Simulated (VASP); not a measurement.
# C (P2_1) in VASP: single point with PBE

Aim: the single point of C with PBE.

Everything below comes from runs of VASP 6.6.1. Logs are shortened: lines on timing, memory, paths and dates and some standing lists are left out, and cuts for length are marked.

### Step 1. The cell of the first run

Symmetry: P2_1, No. 4, monoclinic system. The conventional cell has a = 2.518 Å, b = 8.305 Å, c = 2.518 Å, α = 90.00°, β = 120.00°, γ = 90.00°. Within 2.0 Å of C (site symmetry 1) lie 4 C at 1.53 to 1.56 Å. C (site symmetry 1) has 4 C at 1.53 to 1.56 Å within 2.0 Å. Within 2.0 Å of C (site symmetry 1) lie 4 C at 1.53 to 1.58 Å. Within 2.0 Å of C (site symmetry 1) lie 4 C at 1.53 to 1.58 Å.

### Step 2. Single point, PBE (atoms displaced along a vibrational mode)

The input, INCAR:

```
SYSTEM = C
PREC = Accurate
ENCUT = 520
EDIFF = 1E-6
ISMEAR = 0
SIGMA = 0.05
LREAL = .FALSE.
LASPH = .TRUE.
NELM = 60
ALGO = Normal
ISIF = 2
LWAVE = .FALSE.
LCHARG = .TRUE.
GGA = PE
LELF = .TRUE.
LVHAR = .TRUE.
NBANDS = 26
```

The input, KPOINTS:

```
Automatic mesh
0
G
  12 12 4
  0 0 0
```

The input, POSCAR:

```
C
1.0
    2.5180642186      0.0000000000      0.0000000000
   -1.2590321093      2.1807075817      0.0000000000
    0.0000000000      0.0000000000      8.3046919353
C
8
Direct
   -0.0435984031     -0.0319162462      0.0929732494
    0.0435984031      0.0319162462      0.5929732494
    0.0435984031      0.0319162462      0.4070267506
   -0.0435984031     -0.0319162462      0.9070267506
    0.2976319175      0.6405314164      0.1555299995
    0.7023680825      0.3594685836      0.6555299995
    0.3690347492      0.6928019170      0.3444700005
    0.6309652508      0.3071980830      0.8444700005
```

Potentials or basis: VASP PAW PBE potentials, release 64 (C).

Command:

```bash
$ cat potpaw_PBE.64/C/POTCAR > POTCAR
$ mpirun -np 1 vasp_std > vasp.out
```

OUTCAR:

```text
SYSTEM = C
   PREC = Accurate
   ENCUT = 520
   EDIFF = 1E-6
   ISMEAR = 0
   LREAL = .FALSE.
   LASPH = .TRUE.
   NELM = 60
   ISIF = 2
   GGA = PE

 ion  position               nearest neighbor table
   1  0.956  0.968  0.093-   5 1.53   4 1.54   5 1.55   5 1.56
   2  0.044  0.032  0.593-   6 1.53   3 1.54   6 1.55   6 1.56
   3  0.044  0.032  0.407-   7 1.53   7 1.54   2 1.54   7 1.56
   4  0.956  0.968  0.907-   8 1.53   8 1.54   1 1.54   8 1.56
   5  0.298  0.641  0.156-   1 1.53   1 1.55   1 1.56   7 1.58
   6  0.702  0.359  0.656-   2 1.53   2 1.55   2 1.56   8 1.58
   7  0.369  0.693  0.344-   3 1.53   3 1.54   3 1.56   5 1.58
   8  0.631  0.307  0.844-   4 1.53   4 1.54   4 1.56   6 1.58

  LATTYP: Found a hexagonal cell.
 ALAT       =     2.5180642186
 C/A-ratio  =     3.2980461237

  Lattice vectors:

 A1 = (   2.5180642186,   0.0000000000,   0.0000000000)
 A2 = (  -1.2590321093,   2.1807075817,   0.0000000000)
 A3 = (   0.0000000000,   0.0000000000,   8.3046919353)

Analysis of symmetry for initial positions (statically):
=====================================================================
 Subroutine PRICEL returns:
 Original cell was already a primitive cell.

 Routine SETGRP: Setting up the symmetry group for a
 hexagonal supercell.

 Subroutine GETGRP returns: Found  2 space group operations
 (whereof  1 operations were pure point group operations)
 out of a pool of 24 trial point group operations.

The static configuration has the point symmetry C_1 .
 The point group associated with its full space group is C_2 .

Analysis of symmetry for dynamics (positions and initial velocities):
=====================================================================
 Subroutine PRICEL returns:
 Original cell was already a primitive cell.

 Routine SETGRP: Setting up the symmetry group for a
 hexagonal supercell.

 Subroutine GETGRP returns: Found  2 space group operations
 (whereof  1 operations were pure point group operations)
 out of a pool of 24 trial point group operations.

The dynamic configuration has the point symmetry C_1 .
 The point group associated with its full space group is C_2 .

 Subroutine INISYM returns: Found  2 space group operations
 (whereof  1 operations are pure point group operations),
 and found     1 'primitive' translations

----------------------------------------------------------------------------------------

                                     Primitive cell

  volume of cell :      45.6024

  direct lattice vectors                    reciprocal lattice vectors
     2.518064219  0.000000000  0.000000000     0.397130459  0.229283378  0.000000000
    -1.259032109  2.180707582  0.000000000     0.000000000  0.458566755  0.000000000
     0.000000000  0.000000000  8.304691935     0.000000000  0.000000000  0.120413859

  length of vectors
     2.518064219  2.518064219  8.304691935     0.458566755  0.458566755  0.120413859

  position of ions in fractional coordinates (direct lattice)
     0.956401597  0.968083754  0.092973249
     0.043598403  0.031916246  0.592973249
     0.043598403  0.031916246  0.407026751
     0.956401597  0.968083754  0.907026751
     0.297631917  0.640531416  0.155529999
     0.702368083  0.359468584  0.655529999
     0.369034749  0.692801917  0.344470001
     0.630965251  0.307198083  0.844470001

  ion indices of the primitive-cell ions
   primitive index   ion index
                 1           1
                 2           2
                 3           3
                 4           4
                 5           5
                 6           6
                 7           7
                 8           8

----------------------------------------------------------------------------------------

 KPOINTS: Automatic mesh

Automatic generation of k-mesh.
 Grid dimensions read from file:
 generate k-points for:   12   12    4

 Generating k-lattice:

  Cartesian coordinates                     Fractional coordinates (reciprocal lattice)
     0.033094205  0.019106948  0.000000000     0.083333333  0.000000000  0.000000000
     0.000000000  0.038213896  0.000000000     0.000000000  0.083333333  0.000000000
     0.000000000  0.000000000  0.030103465     0.000000000  0.000000000  0.250000000

  Length of vectors
     0.038213896  0.038213896  0.030103465

  Shift w.r.t. Gamma in fractional coordinates (k-lattice)
     0.000000000  0.000000000  0.000000000

 Subroutine IBZKPT returns following result:
 ===========================================

 Found    222 irreducible k-points:

 Following reciprocal coordinates:
            Coordinates               Weight
  0.000000  0.000000  0.000000      1.000000
  0.083333 -0.000000  0.000000      2.000000
  0.000000  0.083333  0.000000      2.000000
 -0.083333  0.083333  0.000000      2.000000
  0.166667 -0.000000  0.000000      2.000000
  0.000000  0.166667  0.000000      2.000000
[... 16 lines left out ...]
  0.166667  0.083333  0.000000      2.000000
 -0.083333  0.250000  0.000000      2.000000
 [... further k-points ...]
   k-points           NKPTS =    222   k-points in BZ     NKDIM =    222   number of bands    NBANDS=     26
   number of dos      NEDOS =    301   number of ions     NIONS =      8
   total plane-waves  NPLWV =  25600
   dimension x,y,z NGX =    20 NGY =   20 NGZ =   64
   dimension x,y,z NGXF=    40 NGYF=   40 NGZF=  128
   ions per type =               8
   NGX,Y,Z   is equivalent  to a cutoff of  13.20, 13.20, 12.81 a.u.
   NGXF,Y,Z  is equivalent  to a cutoff of  26.41, 26.41, 25.62 a.u.
 SYSTEM =  C
   PREC   = accura    normal or accurate (medium, high low for compatibility)
   ISTART =      0    job   : 0-new  1-cont  2-samecut
   ICHARG =      2    charge: 1-file 2-atom 10-const
   ISPIN  =      1    spin polarized calculation?
   LNONCOLLINEAR =      F non collinear calculations
   LSORBIT =      F    spin-orbit coupling
   LASPH  =      T    aspherical Exc in radial PAW
   ENCUT  =  520.0 eV  38.22 Ry    6.18 a.u.   4.68  4.68 15.44*2*pi/ulx,y,z
   NELM   =     60;   NELMIN=  2; NELMDL= -5     # of ELM steps
   EDIFF  = 0.1E-05   stopping-criterion for ELM
   LREAL  =      F    real-space projection
   EDIFFG = 0.1E-04   stopping-criterion for IOM
   NSW    =      0    number of steps for IOM
   IBRION =     -1    ionic relax: 0-MD 1-quasi-New 2-CG
   NFREE  =      0    steps in history (QN), initial steepest desc. (CG)
   ISIF   =      2    stress and relaxation
   ISYM   =      2    0-nonsym 1-usesym 2-fastsym
   POTIM  = 0.5000    time-step for ionic-motion
   TEBEG  =    0.0;   TEEND  =   0.0 temperature during run
   PSTRESS=    0.0 pullay stress
   NELECT =      32.0000    total number of electrons
   NUPDOWN=      -1.0000    fix difference up-down
   EMIN   =  10.00;   EMAX   =-10.00  energy-range for DOS
   EFERMI =   0.00;   METHOD = LEGACY
   ISMEAR =     0;   SIGMA  =   0.05  broadening in eV -4-tet -1-fermi 0-gaus
   EFERMI_NEDOS =   21; number of points for ismear=-14 and -15
   IALGO  =     38    algorithm
   IMIX   =      4    mixing-type and parameters
     AMIX     =   0.40;   BMIX     =  1.00
     AMIX_MAG =   1.60;   BMIX_MAG =  1.00
  volume/ion in A,a.u.               =       5.70        38.47
  Fermi-wavevector in a.u.,A,eV,Ry     =   1.454774  2.749124 28.794932  2.116368
  Thomas-Fermi vector in A             =   2.571886
   LORBIT       =      0    0 simple, 1 ext, 2 COOP (PROOUT), +10 PAW based schemes
   GGA     = PE    functional components
   LHFCALC =     F    Hartree Fock is set to
   AEXX    =    0.0000 exact exchange contribution
   IVDW    =     0    specifies the selected vdW correction
   LEPSILON=     F    determine dielectric tensor
   LRPA    =     F    only Hartree local field effects (RPA)
 non-spin polarized calculation
 Gauss-broadening in eV      SIGMA  =   0.05
  energy-cutoff  :      520.00
  volume of cell :       45.60
 maximum number of plane-waves:      1243
   NGX =  9   NGY =  9   NGZ = 31

 number of electron      31.9999998 magnetization

 Free energy of the ion-electron system (eV)
  ---------------------------------------------------
  ext. energy  EPLUGINS =         0.00000000
  ---------------------------------------------------
  free energy    TOTEN  =       -72.45283537 eV

  energy without entropy =      -72.45283537  energy(sigma->0) =      -72.45283537

 E-fermi :  10.0866     XC(G=0): -13.2287

 val. band max:        9.7727355870   @ k =   0.0000   0.0000   0.0000
 cond. band min:      14.2844057467   @ k =   0.4167  -0.0000   0.0000
 fundamental gap:      4.5116701597
 Fermi energy:        10.0865563522

 k-point     1 :       0.0000    0.0000    0.0000
  band No.  band energies     occupation
      1     -11.7651      2.00000
      2     -10.1321      2.00000
      3     -10.0194      2.00000
      4      -6.1275      2.00000
      5      -3.6496      2.00000
      6       2.9581      2.00000
[... 18 lines left out ...]
     25      17.9671      0.00000
     26      18.3094      0.00000

 k-point     2 :       0.0833   -0.0000    0.0000
  band No.  band energies     occupation
      1     -11.5938      2.00000
      2      -9.9634      2.00000
      3      -9.8514      2.00000
      4      -5.9747      2.00000
      5      -3.4913      2.00000
      6       3.0427      2.00000
[... 18 lines left out ...]
     25      18.4312      0.00000
     26      18.8448      0.00000

 k-point     3 :       0.0000    0.0833    0.0000
  band No.  band energies     occupation
      1     -11.5938      2.00000
      2      -9.9634      2.00000
      3      -9.8514      2.00000
      4      -5.9747      2.00000
      5      -3.4914      2.00000
      6       3.0427      2.00000
[... 18 lines left out ...]
     25      18.4430      0.00000
     26      18.8526      0.00000

 k-point     4 :      -0.0833    0.0833    0.0000
  band No.  band energies     occupation
      1     -11.5938      2.00000
      2      -9.9634      2.00000
      3      -9.8515      2.00000
      4      -5.9746      2.00000
      5      -3.4915      2.00000
      6       3.0427      2.00000
[... 18 lines left out ...]
     25      18.4552      0.00000
     26      18.8796      0.00000

 k-point     5 :       0.1667   -0.0000    0.0000
  band No.  band energies     occupation
      1     -11.0819      2.00000
      2      -9.4596      2.00000
      3      -9.3498      2.00000
      4      -5.5182      2.00000
      5      -3.0284      2.00000
      6       3.2120      2.00000
[... 18 lines left out ...]
     25      19.1893      0.00000
     26      20.1649      0.00000

 k-point     6 :       0.0000    0.1667    0.0000
  band No.  band energies     occupation
      1     -11.0819      2.00000
      2      -9.4596      2.00000
      3      -9.3499      2.00000
      4      -5.5180      2.00000
      5      -3.0288      2.00000
      6       3.2124      2.00000
[... 427 lines left out ...]
 k-point    21 :      -0.0833    0.1667    0.0000
  band No.  band energies     occupation
      1     -11.2522      2.00000
      2      -9.6271      2.00000
      3      -9.5167      2.00000
      4      -5.6698      2.00000
      5      -3.1809      2.00000
      6       3.1792      2.00000
[... 18 lines left out ...]
     25      19.1034      0.00000
     26      19.2860      0.00000

 k-point    22 :      -0.1667    0.0833    0.0000
  band No.  band energies     occupation
      1     -11.2522      2.00000
      2      -9.6271      2.00000
      3      -9.5167      2.00000
      4      -5.6699      2.00000
      5      -3.1806      2.00000
      6       3.1792      2.00000
[... 18 lines left out ...]
     25      19.0906      0.00000
     26      19.3565      0.00000

 k-point    23 :       0.1667    0.0833    0.0000
  band No.  band energies     occupation
      1     -10.5730      2.00000
      2      -8.9594      2.00000
      3      -8.8522      2.00000
      4      -5.0654      2.00000
      5      -2.5899      2.00000
      6       2.7439      2.00000
[... 18 lines left out ...]
     25      19.7193      0.00000
     26      20.6371      0.00000

 k-point    24 :      -0.0833    0.2500    0.0000
  band No.  band energies     occupation
      1     -10.5731      2.00000
      2      -8.9593      2.00000
      3      -8.8526      2.00000
      4      -5.0649      2.00000
      5      -2.5916      2.00000
      6       2.7470      2.00000
[... 18 lines left out ...]
     25      19.6837      0.00000
     26      20.5707      0.00000

 [... further k-points ...]

------------------------ aborting loop because EDIFF is reached ----------------------------------------

  FORCE on cell =-STRESS in cart. coord.  units (eV):
  Direction    XX          YY          ZZ          XY          YZ          ZX
  --------------------------------------------------------------------------------------
  -------------------------------------------------------------------------------------
  Total        0.1528051      0.1549903      0.3036790     -0.1769658      0.0000000      0.0000000
  in kB        5.3685944      5.4453707     10.6693400     -6.2174477      0.0000000      0.0000000
  external PRESSURE =       7.1611017 kB  Pullay stress =       0.0000000 kB

 VOLUME and BASIS-vectors are now :
 -----------------------------------------------------------------------------
  energy-cutoff  :      520.00
  volume of cell :       45.60
      direct lattice vectors                 reciprocal lattice vectors
     2.518064219  0.000000000  0.000000000     0.397130459  0.229283378  0.000000000
    -1.259032109  2.180707582  0.000000000     0.000000000  0.458566755  0.000000000
     0.000000000  0.000000000  8.304691935     0.000000000  0.000000000  0.120413859

 POSITION                                       TOTAL-FORCE (eV/Angst)
 -----------------------------------------------------------------------------------
      1.18943      2.11111      0.77211         0.500776      0.471779     -0.000441
      0.06960      0.06960      4.92446        -0.500776     -0.471779     -0.000441
      0.06960      0.06960      3.38023        -0.442749     -0.471627     -0.000897
      1.18943      2.11111      7.53258         0.442749      0.471627     -0.000897
     -0.05699      1.39681      1.29163         0.337753      0.376676      0.022684
      1.31603      0.78390      5.44397        -0.337753     -0.376676      0.022684
      0.05699      1.51080      2.86072        -0.415800     -0.376891     -0.021346
      1.20204      0.66991      7.01306         0.415800      0.376891     -0.021346
 -----------------------------------------------------------------------------------
    total drift:                                0.000000     -0.000000      0.000010

  FREE ENERGIE OF THE ION-ELECTRON SYSTEM (eV)
  ---------------------------------------------------
  free  energy   TOTEN  =       -72.4528353693 eV

  energy  without entropy=      -72.4528353693  energy(sigma->0) =      -72.45283537
```

Run time: 3.3 min. Hardware: 1 thread of Intel Xeon 6975P-C (Granite Rapids), shared host; peak memory 0.28 GiB.

What came out:

* Free energy: -72.4528 eV
* Pressure: 0.7 GPa
* Largest force: 0.688 eV/Å
* Band gap on the k mesh: 4.51 eV (least direct gap 5.32 eV)

Forces in eV/Å, atoms in the order of the input:
```
C    0.501  0.472  0.000
C   -0.501 -0.472  0.000
C   -0.443 -0.472 -0.001
C    0.443  0.472 -0.001
C    0.338  0.377  0.023
C   -0.338 -0.377  0.023
C   -0.416 -0.377 -0.021
C    0.416  0.377 -0.021
```

Caveat: the cell differs from its parent crystal (atoms displaced along a vibrational mode). A k mesh can miss the band edges.
